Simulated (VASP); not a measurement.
Se:

```
Se
1.0
     4.36620    0.00000    0.00000
    -2.18310    3.78124    0.00000
     0.00000    0.00000    4.95360
Se
3
Direct
  0.77460 0.77460 0.00000
  0.00000 0.22540 0.66667
  0.22540 0.00000 0.33333
```

Program: VASP 6.6.1. Alike in all runs: task single point; potentials or basis VASP PAW PBE potentials, release 64 (Se); no spin polarisation; cell as given; cutoff (eV) 520.

Q: Order these runs on this cell by their band gap on the k mesh, lowest first.
A. level r2SCAN+D3(BJ); k mesh 7 × 7 × 6; smearing fermi-dirac 0.05 eV
B. level r2SCAN50; k mesh 4 × 4 × 3; smearing fermi-dirac 0.05 eV; grid for exact exchange (PRECFOCK) Normal
C. level PBE-based screened hybrid; k mesh 4 × 4 × 3; smearing fermi-dirac 0.05 eV; grid for exact exchange (PRECFOCK) Normal; share of exact exchange 0.35; screening parameter 0.20787 1/Å
D. level PBE; k mesh 7 × 7 × 6; smearing gaussian 0.011 eV
E. level HF; k mesh 4 × 4 × 3; smearing fermi-dirac 0.05 eV; grid for exact exchange (PRECFOCK) Normal

A: D (1.21 eV), A (1.45 eV), C (2.78 eV), B (4.82 eV), E (8.51 eV).

Caveats: some runs use coarse meshes.

A k mesh can miss the band edges, odd and even meshes differently.
